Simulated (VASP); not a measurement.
Runs of VASP 6.6.1 on Gd. The structure is that of space group Im-3m (No. 229), or close to it. The cells are those of the table. 

| task | cell | cutoff (eV) | k mesh for the DOS | occupations for the DOS | gap on the mesh (eV) | pressure (GPa) | moment (μB) |
| --- | --- | --- | --- | --- | --- | --- | --- |
| single point | a = 2.968 Å, angles 109.5°, 1 atom | 600 | - | - | none | 31.5 | (c) |
| density of states | a = 2.626 Å, angles 109.5°, 1 atom | 520 | 21 × 21 × 21 | tetrahedron | - | - | 6.70 |
| single point | a = 2.525 Å, angles 109.5°, 1 atom | 600 | - | - | none | (a) | 6.41 |
| single point | a = 2.807 Å, angles 109.5°, 1 atom | 600 | - | - | none | 55.1 | (b) |
| density of states | a = 2.525 Å, angles 109.5°, 1 atom | 520 | 21 × 21 × 21 | tetrahedron | - | - | 6.41 |
| single point | a = 3.113 Å, angles 109.5°, 1 atom | 600 | - | - | none | 16.5 | 7.53 |

Alike in all rows: level PBEsol; potentials or basis VASP PAW PBE potentials, release 64 (Gd); spin collinear, ferromagnetic start; k mesh 14 × 14 × 14; smearing fermi-dirac 0.08 eV.

Fill in the values left out.

(a) 151.7; (b) 7.17; (c) 7.49.

Caveats: the PAW data sets were made with another functional, which shifts forces and pressure a little; spin-orbit coupling is left out, which moves the levels of the heavy elements; tetrahedron occupations give inexact forces and stress in metals (some runs).

A k mesh can miss the band edges, and the runs leave out spin-orbit coupling on Gd.

A gap of «none» marks levels without a gap at the run's occupations.
